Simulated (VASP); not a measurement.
Here is a VASP 6.6.1 calculation.

The input INCAR:

```
ALGO = Normal ; EDIFF = 1E-7
ENCUT = 520 ; GGA = PE
ISIF = 2 ; ISMEAR = 0
LASPH = True ; LCHARG = True
LELF = True ; LREAL = False
LVHAR = True ; LWAVE = False
NBANDS = 46 ; NELM = 80
PREC = Accurate ; SIGMA = 0.1
```

The input KPOINTS:

```
k-points
0
Gamma
  10 10 4
```

The input POSCAR:

```
In3GaAs4
1.0
    4.2903590000      0.0000000000      0.0000000000
    0.0000000000      4.2903590000      0.0000000000
    0.0000000000      0.0000000000     12.2022170000
In Ga As
3 1 4
Direct
    0.0000000000      0.0000000000      0.7413300000
    0.0000000000      0.0000000000      0.2586700000
    0.5000000000      0.5000000000      0.0000000000
    0.5000000000      0.5000000000      0.5000000000
    0.5000000000      0.0000000000      0.3886860000
    0.0000000000      0.5000000000      0.1293790000
    0.5000000000      0.0000000000      0.8706210000
    0.0000000000      0.5000000000      0.6113140000
```

Potentials or basis: VASP PAW PBE potentials, release 64 (In_d, Ga_d, As).

Run with:

```bash
$ cat potpaw_PBE.64/In_d/POTCAR potpaw_PBE.64/Ga_d/POTCAR potpaw_PBE.64/As/POTCAR > POTCAR
$ mpirun -np 1 vasp_std > vasp.out
```

Question: What does it give for the band gap on the k mesh?

Answer: Zero (filled and empty bands touch).

Question: What does it give for the largest force?

Answer: 0.014 eV/Å.

Question: What does it give for the pressure?

Answer: 0.1 GPa.

Forces in eV/Å, atoms in the order of the input:
```
In   0.000  0.000  0.008
In   0.000  0.000 -0.008
In   0.000  0.000  0.000
Ga   0.000  0.000  0.000
As   0.000  0.000 -0.014
As   0.000  0.000 -0.002
As   0.000  0.000  0.002
As   0.000  0.000  0.014
```

Caveat: semilocal functionals underestimate gaps, and a narrow one can read as zero; spin-orbit coupling is left out, which moves the levels of the heavy elements.
